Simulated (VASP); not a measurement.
# Sn4SeS3 in VASP: further runs

Runs on Sn4SeS3. Level: PBE. Tasks: single point.

Everything below comes from runs of VASP 6.6.1. Logs are shortened: lines on timing, memory, paths and dates and some standing lists are left out, and cuts for length are marked.

## 1. The cell of the first run

The typed cell holds 8 atoms: a = 4.147 Å, b = 8.480 Å, c = 6.588 Å, α = 112.70°, β = 89.99°, γ = 90.03°.

## 2. Single point, PBE

INCAR

```
SYSTEM = Sn4SeS3
PREC     = Accurate       ! precision mode
ENCUT    = 520            ! plane-wave cutoff, eV
EDIFF    = 1E-6           ! SCF threshold, eV
ISMEAR   = 0              ! smearing method
SIGMA    = 0.1            ! smearing width, eV
LREAL    = .FALSE.        ! projectors in reciprocal space
LASPH    = .TRUE.         ! aspherical terms in the spheres
NELM     = 80             ! most SCF steps
ALGO     = Normal         ! electronic algorithm
ISIF     = 2              ! what is computed and relaxed
LWAVE    = .FALSE.        ! write WAVECAR
LCHARG   = .FALSE.        ! write CHGCAR
GGA      = PE             ! functional
NBANDS   = 50             ! bands
```

KPOINTS

```
regular mesh
0
G
  4 2 2
  0 0 0
```

POSCAR

```
Sn4SeS3
1.0
   -0.0012207703     -0.0000713471      4.1467870061
    5.0238630069     -6.8318807976     -0.0028986935
    3.3898188255      5.6486872344      0.0024443128
Sn Se S
4 1 3
Direct
    0.0001753731      0.2221175721      0.7312939530
   -0.0000528004      0.7210778132      0.2309076141
    0.4991461063      0.3187679936      0.3025062554
    0.4991415264      0.8008424757      0.7887306776
    0.0001253337      0.0492250736      0.0068599870
    0.0002954923      0.5528804657      0.4907216740
    0.5005082490      0.9163275648      0.4748929655
    0.5006607196      0.4187610414      0.9740868733
```

Potentials or basis: VASP PAW PBE potentials, release 64 (Sn_d, Se, S).

Command:

```console
$ cat potpaw_PBE.64/Sn_d/POTCAR potpaw_PBE.64/Se/POTCAR potpaw_PBE.64/S/POTCAR > POTCAR
$ mpirun -np 1 vasp_std > vasp.out
```

OUTCAR:

```text
SYSTEM = Sn4SeS3
   PREC = Accurate
   ENCUT = 520
   EDIFF = 1E-6
   ISMEAR = 0
   LREAL = .FALSE.
   LASPH = .TRUE.
   NELM = 80
   ISIF = 2
   GGA = PE

 ion  position               nearest neighbor table
   1  0.000  0.222  0.731-   5 2.74   8 2.75   8 2.75   7 3.24   7 3.24
   2  1.000  0.721  0.231-   6 2.62   7 2.75   7 2.75   8 3.22   8 3.23
   3  0.499  0.319  0.303-   8 2.61   6 2.80   6 2.81   5 3.14   5 3.15
   4  0.499  0.801  0.789-   7 2.61   5 2.91   5 2.91   6 3.06   6 3.07
   5  0.000  0.049  0.007-   1 2.74   4 2.91   4 2.91   3 3.14   3 3.15
   6  0.000  0.553  0.491-   2 2.62   3 2.80   3 2.81   4 3.06   4 3.07
   7  0.501  0.916  0.475-   4 2.61   2 2.75   2 2.75   1 3.24   1 3.24
   8  0.501  0.419  0.974-   3 2.61   1 2.75   1 2.75   2 3.22   2 3.23

  LATTYP: Found a triclinic cell.
 ALAT       =     8.4802006549
 B/A-ratio  =     0.7768397804
 C/A-ratio  =     0.4889963522
 COS(alpha) =     0.0002048038
 COS(beta)  =     0.0005023608
 COS(gamma) =     0.3859480066

  Lattice vectors:

 A1 = (   5.0238630069,  -6.8318807976,  -0.0028986935)
 A2 = (  -3.3898188255,  -5.6486872344,  -0.0024443128)
 A3 = (   0.0012207703,   0.0000713471,  -4.1467870061)

Analysis of symmetry for initial positions (statically):
=====================================================================
 Subroutine PRICEL returns:
 Original cell was already a primitive cell.

 Routine SETGRP: Setting up the symmetry group for a
 triclinic supercell.

 Subroutine GETGRP returns: Found  1 space group operations
 (whereof  1 operations were pure point group operations)
 out of a pool of  2 trial point group operations.

The static configuration has the point symmetry C_1 .

Analysis of symmetry for dynamics (positions and initial velocities):
=====================================================================
 Subroutine PRICEL returns:
 Original cell was already a primitive cell.

 Routine SETGRP: Setting up the symmetry group for a
 triclinic supercell.

 Subroutine GETGRP returns: Found  1 space group operations
 (whereof  1 operations were pure point group operations)
 out of a pool of  2 trial point group operations.

The dynamic configuration has the point symmetry C_1 .

 Subroutine INISYM returns: Found  1 space group operations
 (whereof  1 operations are pure point group operations),
 and found     1 'primitive' translations

----------------------------------------------------------------------------------------

                                     Primitive cell

  volume of cell :     213.7132

  direct lattice vectors                    reciprocal lattice vectors
    -0.001220770 -0.000071347  4.146787006    -0.000001523 -0.000103437  0.241150556
     5.023863007 -6.831880798 -0.002898694     0.109604355 -0.065774395  0.000031135
     3.389818825  5.648687234  0.002444313     0.132562463  0.097480555  0.000040702

  length of vectors
     4.146787186  8.480200655  6.587757214     0.241150578  0.127825610  0.164545638

  position of ions in fractional coordinates (direct lattice)
     0.000175373  0.222117572  0.731293953
     0.999947200  0.721077813  0.230907614
     0.499146106  0.318767994  0.302506255
     0.499141526  0.800842476  0.788730678
     0.000125334  0.049225074  0.006859987
     0.000295492  0.552880466  0.490721674
     0.500508249  0.916327565  0.474892965
     0.500660720  0.418761041  0.974086873

  ion indices of the primitive-cell ions
   primitive index   ion index
                 1           1
                 2           2
                 3           3
                 4           4
                 5           5
                 6           6
                 7           7
                 8           8

----------------------------------------------------------------------------------------

 KPOINTS: regular mesh

Automatic generation of k-mesh.
 Grid dimensions read from file:
 generate k-points for:    4    2    2

 Generating k-lattice:

  Cartesian coordinates                     Fractional coordinates (reciprocal lattice)
    -0.000000381 -0.000025859  0.060287639     0.250000000 -0.000000000  0.000000000
     0.054802178 -0.032887197  0.000015567     0.000000000  0.500000000 -0.000000000
     0.066281231  0.048740278  0.000020351     0.000000000 -0.000000000  0.500000000

  Length of vectors
     0.060287644  0.063912805  0.082272819

  Shift w.r.t. Gamma in fractional coordinates (k-lattice)
     0.000000000  0.000000000  0.000000000

 Subroutine IBZKPT returns following result:
 ===========================================

 Found     12 irreducible k-points:

 Following reciprocal coordinates:
            Coordinates               Weight
  0.000000  0.000000  0.000000      1.000000
  0.250000  0.000000  0.000000      2.000000
  0.500000  0.000000  0.000000      1.000000
  0.000000  0.500000 -0.000000      1.000000
  0.250000  0.500000  0.000000      2.000000
  0.500000  0.500000  0.000000      1.000000
 -0.000000 -0.000000  0.500000      1.000000
  0.250000 -0.000000  0.500000      2.000000
  0.500000  0.000000  0.500000      1.000000
  0.000000  0.500000  0.500000      1.000000
  0.250000  0.500000  0.500000      2.000000
  0.500000  0.500000  0.500000      1.000000
   k-points           NKPTS =     12   k-points in BZ     NKDIM =     12   number of bands    NBANDS=     50
   number of dos      NEDOS =    301   number of ions     NIONS =      8
   total plane-waves  NPLWV = 102400
   dimension x,y,z NGX =    32 NGY =   64 NGZ =   50
   dimension x,y,z NGXF=    64 NGYF=  128 NGZF=  100
   ions per type =               4   1   3
   NGX,Y,Z   is equivalent  to a cutoff of  12.83, 12.55, 12.62 a.u.
   NGXF,Y,Z  is equivalent  to a cutoff of  25.66, 25.09, 25.24 a.u.
 SYSTEM =  Sn4SeS3
   PREC   = accura    normal or accurate (medium, high low for compatibility)
   ISTART =      0    job   : 0-new  1-cont  2-samecut
   ICHARG =      2    charge: 1-file 2-atom 10-const
   ISPIN  =      1    spin polarized calculation?
   LNONCOLLINEAR =      F non collinear calculations
   LSORBIT =      F    spin-orbit coupling
   LASPH  =      T    aspherical Exc in radial PAW
   ENCUT  =  520.0 eV  38.22 Ry    6.18 a.u.   7.71 15.77 12.25*2*pi/ulx,y,z
   NELM   =     80;   NELMIN=  2; NELMDL= -5     # of ELM steps
   EDIFF  = 0.1E-05   stopping-criterion for ELM
   LREAL  =      F    real-space projection
   EDIFFG = 0.1E-04   stopping-criterion for IOM
   NSW    =      0    number of steps for IOM
   IBRION =     -1    ionic relax: 0-MD 1-quasi-New 2-CG
   NFREE  =      0    steps in history (QN), initial steepest desc. (CG)
   ISIF   =      2    stress and relaxation
   ISYM   =      2    0-nonsym 1-usesym 2-fastsym
   POTIM  = 0.5000    time-step for ionic-motion
   TEBEG  =    0.0;   TEEND  =   0.0 temperature during run
   PSTRESS=    0.0 pullay stress
   NELECT =      80.0000    total number of electrons
   NUPDOWN=      -1.0000    fix difference up-down
   EMIN   =  10.00;   EMAX   =-10.00  energy-range for DOS
   EFERMI =   0.00;   METHOD = LEGACY
   ISMEAR =     0;   SIGMA  =   0.10  broadening in eV -4-tet -1-fermi 0-gaus
   EFERMI_NEDOS =   21; number of points for ismear=-14 and -15
   IALGO  =     38    algorithm
   IMIX   =      4    mixing-type and parameters
     AMIX     =   0.40;   BMIX     =  1.00
     AMIX_MAG =   1.60;   BMIX_MAG =  1.00
  volume/ion in A,a.u.               =      26.71       180.28
  Fermi-wavevector in a.u.,A,eV,Ry     =   1.179852  2.229598 18.940013  1.392052
  Thomas-Fermi vector in A             =   2.316156
   LORBIT       =      0    0 simple, 1 ext, 2 COOP (PROOUT), +10 PAW based schemes
   GGA     = PE    functional components
   LHFCALC =     F    Hartree Fock is set to
   AEXX    =    0.0000 exact exchange contribution
   IVDW    =     0    specifies the selected vdW correction
   LEPSILON=     F    determine dielectric tensor
   LRPA    =     F    only Hartree local field effects (RPA)
 non-spin polarized calculation
 Gauss-broadening in eV      SIGMA  =   0.10
  energy-cutoff  :      520.00
  volume of cell :      213.71
 maximum number of plane-waves:      5770
 NGX is ok and might be reduce to    32
   NGX = 15   NGY = 31   NGZ = 25

 number of electron      79.9999989 magnetization

 Free energy of the ion-electron system (eV)
  ---------------------------------------------------
  ext. energy  EPLUGINS =         0.00000000
  ---------------------------------------------------
  free energy    TOTEN  =       -34.70407493 eV

  energy without entropy =      -34.70407454  energy(sigma->0) =      -34.70407473

 E-fermi :   5.4047     XC(G=0):  -9.4268

 val. band max:        5.0836736538   @ k =   0.0000   0.5000   0.5000
 cond. band min:       5.7178908359   @ k =   0.0000   0.5000   0.5000
 fundamental gap:      0.6342171821
 Fermi energy:         5.4047038972

 k-point     1 :       0.0000    0.0000    0.0000
  band No.  band energies     occupation
      1     -16.0874      2.00000
      2     -16.0804      2.00000
      3     -16.0595      2.00000
      4     -16.0558      2.00000
      5     -16.0555      2.00000
      6     -16.0460      2.00000
[... 42 lines left out ...]
     49       9.8427      0.00000
     50       9.9081      0.00000

 k-point     2 :       0.2500    0.0000    0.0000
  band No.  band energies     occupation
      1     -16.0892      2.00000
      2     -16.0781      2.00000
      3     -16.0633      2.00000
      4     -16.0558      2.00000
      5     -16.0512      2.00000
      6     -16.0473      2.00000
[... 42 lines left out ...]
     49       9.7546      0.00000
     50      10.1110      0.00000

 k-point     3 :       0.5000    0.0000    0.0000
  band No.  band energies     occupation
      1     -16.0962      2.00000
      2     -16.0716      2.00000
      3     -16.0707      2.00000
      4     -16.0558      2.00000
      5     -16.0534      2.00000
      6     -16.0459      2.00000
[... 466 lines left out ...]
     49       9.5759      0.00000
     50      10.0097      0.00000

 k-point    12 :       0.5000    0.5000    0.5000
  band No.  band energies     occupation
      1     -16.0961      2.00000
      2     -16.0755      2.00000
      3     -16.0717      2.00000
      4     -16.0538      2.00000
      5     -16.0500      2.00000
      6     -16.0460      2.00000
[... 42 lines left out ...]
     49       9.9024      0.00000
     50      10.0869      0.00000

------------------------ aborting loop because EDIFF is reached ----------------------------------------

  FORCE on cell =-STRESS in cart. coord.  units (eV):
  Direction    XX          YY          ZZ          XY          YZ          ZX
  --------------------------------------------------------------------------------------
  -------------------------------------------------------------------------------------
  Total        0.0621106     -0.0054454     -0.0548465     -0.0519264      0.0055485     -0.0018253
  in kB        0.4656340     -0.0408231     -0.4111765     -0.3892847      0.0415964     -0.0136841
  external PRESSURE =       0.0045448 kB  Pullay stress =       0.0000000 kB

 VOLUME and BASIS-vectors are now :
 -----------------------------------------------------------------------------
  energy-cutoff  :      520.00
  volume of cell :      213.71
      direct lattice vectors                 reciprocal lattice vectors
    -0.001220770 -0.000071347  4.146787006    -0.000001523 -0.000103437  0.241150556
     5.023863007 -6.831880798 -0.002898694     0.109604355 -0.065774395  0.000031135
     3.389818825  5.648687234  0.002444313     0.132562463  0.097480555  0.000040702

 POSITION                                       TOTAL-FORCE (eV/Angst)
 -----------------------------------------------------------------------------------
      3.59484      2.61337      0.00187        -0.012286     -0.020176     -0.000783
      4.40411     -3.62206      4.14504         0.013900      0.005132      0.000354
      2.62628     -0.46906      2.06967        -0.000084      0.009057      0.001716
      6.69637     -1.01600      2.06944        -0.011481     -0.015338      0.001142
      0.27055     -0.29755      0.00039         0.015570      0.014595      0.000632
      4.44105     -1.00528      0.00082         0.015000     -0.004704     -0.000216
      6.21269     -3.57775      2.07401        -0.011449      0.007870     -0.000995
      5.40516      2.64135      2.07730        -0.009171      0.003564     -0.001850
 -----------------------------------------------------------------------------------
    total drift:                                0.000297      0.000722     -0.000401

  FREE ENERGIE OF THE ION-ELECTRON SYSTEM (eV)
  ---------------------------------------------------
  free  energy   TOTEN  =       -34.7040749288 eV

  energy  without entropy=      -34.7040745353  energy(sigma->0) =      -34.70407473
```

It took 4.9 min on 1 thread of Intel Xeon 8259CL, shared host; peak memory 0.37 GiB.

What came out:

```yaml
Free_energy: -34.7041 eV
Pressure: 0.0 GPa
Largest_force: 0.024 eV/Å
Band_gap_on_the_k_mesh: 0.63 eV
```

Forces in eV/Å, atoms in the order of the input:
```
Sn  -0.012 -0.020 -0.001
Sn   0.014  0.005  0.000
Sn   0.000  0.009  0.002
Sn  -0.011 -0.015  0.001
Se   0.016  0.015  0.001
S    0.015 -0.005  0.000
S   -0.011  0.008 -0.001
S   -0.009  0.004 -0.002
```

Caveat: the k points lie up to 0.52 Å⁻¹ apart; spin-orbit coupling is left out, which moves the levels of the heavy elements. A k mesh can miss the band edges.

## 3. Single point, PBE

INCAR

```
PREC = Accurate ; ENCUT = 520
EDIFF = 1E-7 ; ISMEAR = 0
SIGMA = 0.1 ; LREAL = False
LASPH = True ; NELM = 80
ALGO = Normal ; ISIF = 2
LWAVE = False ; LCHARG = False
GGA = PE ; NBANDS = 50
```

KPOINTS

```
Automatic mesh
0
Gamma
  4 4 2
```

POSCAR

```
Sn4SeS3
1.0
    6.5877572144      0.0000000000      0.0000000000
    0.0000000000      4.1467871864      0.0000000000
   -3.2729165381      0.0000000000      7.8231592392
Sn Se S
4 1 3
Direct
    0.2687060470      0.0000000000      0.7778824279
    0.7690923859      0.0000000000      0.2789221868
    0.6974937446      0.5000000000      0.6812320064
    0.2112693224      0.5000000000      0.1991575243
    0.9931400130      0.0000000000      0.9507749264
    0.5092783260      0.0000000000      0.4471195343
    0.5251070345      0.5000000000      0.0836724352
    0.0259131267      0.5000000000      0.5812389586
```

Potentials or basis: VASP PAW PBE potentials, release 64 (Sn_d, Se, S).

Command:

```console
$ cat potpaw_PBE.64/Sn_d/POTCAR potpaw_PBE.64/Se/POTCAR potpaw_PBE.64/S/POTCAR > POTCAR
$ mpirun -np 1 vasp_std > vasp.out
```

OUTCAR:

```text
PREC = Accurate
   ENCUT = 520
   EDIFF = 1E-7
   ISMEAR = 0
   LREAL = False
   LASPH = True
   NELM = 80
   ISIF = 2
   GGA = PE

 ion  position               nearest neighbor table
   1  0.269  0.000  0.778-   5 2.74   8 2.75   8 2.75   7 3.24   7 3.24
   2  0.769  0.000  0.279-   6 2.62   7 2.75   7 2.75   8 3.22   8 3.22
   3  0.697  0.500  0.681-   8 2.61   6 2.81   6 2.81   5 3.14   5 3.14
   4  0.211  0.500  0.199-   7 2.61   5 2.91   5 2.91   6 3.06   6 3.06
   5  0.993  0.000  0.951-   1 2.74   4 2.91   4 2.91   3 3.14   3 3.14
   6  0.509  0.000  0.447-   2 2.62   3 2.81   3 2.81   4 3.06   4 3.06
   7  0.525  0.500  0.084-   4 2.61   2 2.75   2 2.75   1 3.24   1 3.24
   8  0.026  0.500  0.581-   3 2.61   1 2.75   1 2.75   2 3.22   2 3.22

  LATTYP: Found a simple monoclinic cell.
 ALAT       =     6.5877572144
 B/A-ratio  =     0.6294687329
 C/A-ratio  =     1.2872667251
 COS(beta)  =    -0.3859480066

  Lattice vectors:

 A1 = (   6.5877572144,   0.0000000000,   0.0000000000)
 A2 = (   0.0000000000,   4.1467871864,   0.0000000000)
[... 185 lines left out ...]
 cond. band min:       5.7180140403   @ k =   0.5000   0.0000   0.5000
 fundamental gap:      0.5107514820
 Fermi energy:         5.4689947793

 k-point     1 :       0.0000    0.0000    0.0000
  band No.  band energies     occupation
      1     -16.0861      2.00000
      2     -16.0789      2.00000
      3     -16.0647      2.00000
      4     -16.0611      2.00000
      5     -16.0535      2.00000
      6     -16.0471      2.00000
[... 943 lines left out ...]
     49       9.9057      0.00000
     50      10.0897      0.00000

------------------------ aborting loop because EDIFF is reached ----------------------------------------

  FORCE on cell =-STRESS in cart. coord.  units (eV):
  Direction    XX          YY          ZZ          XY          YZ          ZX
  --------------------------------------------------------------------------------------
  -------------------------------------------------------------------------------------
  Total       -0.1878394      0.0869406      0.3939304      0.0000000      0.0000000     -0.1095136
  in kB       -1.4082047      0.6517809      2.9532386      0.0000000      0.0000000     -0.8210077
  external PRESSURE =       0.7322716 kB  Pullay stress =       0.0000000 kB

 VOLUME and BASIS-vectors are now :
 -----------------------------------------------------------------------------
  energy-cutoff  :      520.00
  volume of cell :      213.71
      direct lattice vectors                 reciprocal lattice vectors
     6.587757214  0.000000000  0.000000000     0.151796730  0.000000000  0.063506061
     0.000000000  4.146787186  0.000000000     0.000000000  0.241150547  0.000000000
    -3.272916538  0.000000000  7.823159239     0.000000000  0.000000000  0.127825597

 POSITION                                       TOTAL-FORCE (eV/Angst)
 -----------------------------------------------------------------------------------
     -0.77577      0.00000      6.08550         0.032788      0.000000     -0.017371
      4.15370      0.00000      2.18205        -0.001981      0.000000     -0.030481
      2.36530      2.07339      5.32939        -0.032282      0.000000     -0.008176
      0.73997      2.07339      1.55804        -0.001257      0.000000     -0.012183
      3.43076      0.00000      7.43806        -0.065945      0.000000      0.035456
      1.89162      0.00000      3.49789        -0.024421      0.000000      0.017367
      3.18542      2.07339      0.65458         0.034854      0.000000      0.008484
     -1.73164      2.07339      4.54712         0.058244      0.000000      0.006904
 -----------------------------------------------------------------------------------
    total drift:                               -0.000418      0.000000     -0.000870

  FREE ENERGIE OF THE ION-ELECTRON SYSTEM (eV)
  ---------------------------------------------------
  free  energy   TOTEN  =       -34.6788777482 eV

  energy  without entropy=      -34.6788704382  energy(sigma->0) =      -34.67887409
```

stdout:

```text
POSCAR found type information on POSCAR SnSeS
 POSCAR found :  3 types and       8 ions
 scaLAPACK will be used
 LDA part: xc-table for (Slater+PW92), standard interpolation
 POSCAR, INCAR and KPOINTS ok, starting setup
 FFT: planning ... GRIDC
 FFT: planning ... GRID_SOFT
 FFT: planning ... GRID
 WAVECAR not read
 entering main loop
```

Run time: 8.5 min. Hardware: 1 thread of Intel Xeon 8259CL, shared host; peak memory 0.41 GiB.

What came out:

| Property | Result |
| --- | --- |
| Free energy | -34.6789 eV |
| Pressure | 0.1 GPa |
| Largest force | 0.075 eV/Å |
| Band gap on the k mesh | 0.51 eV (least direct gap 0.63 eV) |

Forces in eV/Å, atoms in the order of the input:
```
Sn   0.033  0.000 -0.017
Sn  -0.002  0.000 -0.030
Sn  -0.032  0.000 -0.008
Sn  -0.001  0.000 -0.012
Se  -0.066  0.000  0.035
S   -0.024  0.000  0.017
S    0.035  0.000  0.008
S    0.058  0.000  0.007
```

Levels at points of the mesh, in eV from the valence-band top:
```
           k point  band 38  band 39  band 40  band 41  band 42  band 43
(0.00, 0.00, 0.00)    -0.72    -0.56    -0.13     1.41     1.56     2.05
(0.50, 0.00, 0.00)    -1.08    -0.90    -0.75     1.66     1.79     2.38
(0.00, 0.50, 0.00)    -1.41    -0.67    -0.33     1.12     1.43     2.08
(0.50, 0.50, 0.00)    -1.46    -1.34    -1.26     1.73     1.88     2.15
(0.00, 0.00, 0.50)    -0.77    -0.63    -0.52     1.61     1.68     3.14
(0.50, 0.00, 0.50)    -0.76    -0.41    -0.12     0.51     1.46     1.51
(0.00, 0.50, 0.50)    -1.90    -1.88    -1.72     2.70     2.78     2.87
(0.50, 0.50, 0.50)    -1.70    -0.83    -0.71     1.54     1.64     2.34
```

Caveat: spin-orbit coupling is left out, which moves the levels of the heavy elements.
